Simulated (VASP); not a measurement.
TaC: single point with r2SCAN

Crystal: TaC.

```
Ta C
1.0
     0.00000    2.22300    2.22300
     2.22300    0.00000    2.22300
     2.22300    2.22300    0.00000
Ta C
1 1
Direct
  0.00000 0.00000 0.00000
  0.50000 0.50000 0.50000
```

| Quantity | Value |
| --- | --- |
| Program | VASP 6.6.1 |
| Task | single point |
| Functional | r2SCAN |
| Potentials or basis | VASP PAW PBE potentials, release 64 (Ta_pv, C) |
| Cutoff | 660 eV |
| k mesh | 11 × 11 × 11 |
| Occupations | fermi-dirac, width 0.15 eV |
| Spin | no spin polarisation |

```json
{"Pressure": "5.1 GPa"}
```

Levels at points of the mesh, in eV from the Fermi level:
| k point | band 4 | band 5 | band 6 | band 7 | band 8 | band 9 | band 10 | band 11 | band 12 | band 13 |
| --- | --- | --- | --- | --- | --- | --- | --- | --- | --- | --- |
| (0.00, 0.00, 0.00) | -15.84 | -1.40 | -1.40 | -1.40 | -0.66 | -0.66 | -0.66 | 0.57 | 0.57 | 7.09 |

It took 2.7 min on 1 thread of AMD EPYC 7R43 64-Core Processor (Zen 3) (shared host), peak memory 0.15 GiB.

Caveat: the PAW data sets were made with another functional, which shifts forces and pressure a little; spin-orbit coupling is left out, which moves the levels of the heavy elements.
